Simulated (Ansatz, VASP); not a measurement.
Two plane-wave programs on SiO2

File INCAR:

```
ALGO     = Normal         # electronic algorithm
EDIFF    = 1E-7           # SCF threshold, eV
ENCUT    = 520            # plane-wave cutoff, eV
GGA      = CA             # functional
ISIF     = 2              # what is computed and relaxed
ISMEAR   = 0              # smearing method
LASPH    = T              # aspherical terms in the spheres
LCHARG   = T              # write CHGCAR
LELF     = T              # ELF
LREAL    = F              # projectors in reciprocal space
LVHAR    = T            
LWAVE    = F              # write WAVECAR
NBANDS   = 25             # bands
NELM     = 100            # most SCF steps
PREC     = Accurate       # precision mode
SIGMA    = 0.05           # smearing width, eV
```

KPOINTS

```
k-points
0
Gamma
  6 6 8
```

POSCAR

```
SiO2
1.0
    4.0554000000      0.0000000000      0.0000000000
    0.0000000000      4.0554000000      0.0000000000
    0.0000000000      0.0000000000      2.9807000000
Si O
2 4
Direct
    0.5000000000      0.5000000000      0.5000000000
    0.0000000000      0.0000000000      0.0000000000
    0.6944252994      0.6944252994      0.0000000000
    0.1944252994      0.8055747006      0.5000000000
    0.3055747006      0.3055747006      0.0000000000
    0.8055747006      0.1944252994      0.5000000000
```

Input for Ansatz:

```yaml
crystal:
  lattice:
    - [4.0554, 0.0, 0.0]
    - [0.0, 4.0554, 0.0]
    - [0.0, 0.0, 2.9807]
  atoms:
    - { symbol: Si, position: [0.5, 0.5, 0.5] }
    - { symbol: Si, position: [0.0, 0.0, 0.0] }
    - { symbol: O, position: [0.6944252994, 0.6944252994, 0.0] }
    - { symbol: O, position: [0.1944252994, 0.8055747006, 0.5] }
    - { symbol: O, position: [0.3055747006, 0.3055747006, 0.0] }
    - { symbol: O, position: [0.8055747006, 0.1944252994, 0.5] }
basis:
  ecutwfc: 520.0
kpoints:
  mp_grid: { grid: [6, 6, 8] }
hamiltonian:
  xc: lda
  pseudopotentials: { kind: paw, azcp: { folder: soft_1 } }
scf:
  occupations: { method: gaussian, width: 0.05 }
output:
  forces: true
  stress: true
  eigenvalues: true
```

Alike in both runs: task single point; functional LDA; k mesh 6 × 6 × 8; occupations gaussian, width 0.05 eV; no spin polarisation.

|  | VASP | Ansatz |
| --- | --- | --- |
| version | VASP 6.6.1 | Ansatz 0.2.0 |
| potentials or method | VASP PAW LDA potentials, release 64 (Si, O), cutoff 520 eV | scalar-relativistic, plane waves, PAW |
| valence electrons in the cell | 32 | 32 |

```csv
,VASP,Ansatz,Ansatz less VASP
gap on the k mesh at the Fermi level (eV),4.17,4.17,+0.001
least direct gap on the mesh (eV),4.17,4.17,+0.001
pressure (GPa),-19.6,-20.5,-0.90
"traceless stress, the component that is largest in VASP (GPa)",-33.80,-33.78,+0.021
rms of the force components (eV/Å),0.266,0.276,+0.0107
```

Ansatz warns that its potentials were made for another functional, while VASP's fit it. LDA's correlation is that of Perdew and Zunger in VASP and of Perdew and Wang (1992) in Ansatz. Atom by atom the forces differ by 0.011 eV/Å (rms over components).
